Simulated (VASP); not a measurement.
A run of VASP 6.6.1:

INCAR

```
PREC = Accurate ; ENCUT = 520
EDIFF = 1E-7 ; ISMEAR = 0
SIGMA = 0.1 ; LREAL = F
LASPH = T ; NELM = 150
ALGO = Normal ; ISIF = 2
LWAVE = F ; LCHARG = T
ISPIN = 2 ; MAGMOM = 2.74 0.38
LORBIT = 11 ; LMAXMIX = 4
GGA = PS ; LELF = T
LVHAR = T ; NBANDS = 18
```

Contents of KPOINTS:

```
regular mesh
0
Gamma
  8 8 8
```

POSCAR

```
CoO
1.0
   -1.4749833196      1.4749833196      2.0859125248
    1.4749833196     -1.4749833196      2.0859125248
    1.4749833196      1.4749833196     -2.0859125248
Co O
1 1
Direct
    0.0000000000      0.0000000000      0.0000000000
    0.5000000000      0.5000000000      0.0000000000
```

Potentials or basis: VASP PAW PBE potentials, release 64 (Co, O).

Run with:

```sh
$ cat potpaw_PBE.64/Co/POTCAR potpaw_PBE.64/O/POTCAR > POTCAR
$ mpirun -np 1 vasp_std > vasp.out
```

Hardware: 1 thread of Intel Xeon 8259CL (shared host).

Problem. Estimate the wall time of this run.

Solution. It took 73 s on 1 thread of Intel Xeon 8259CL, on a shared host, peak memory 0.17 GiB. Counts: scf iterations 18, k points 59.
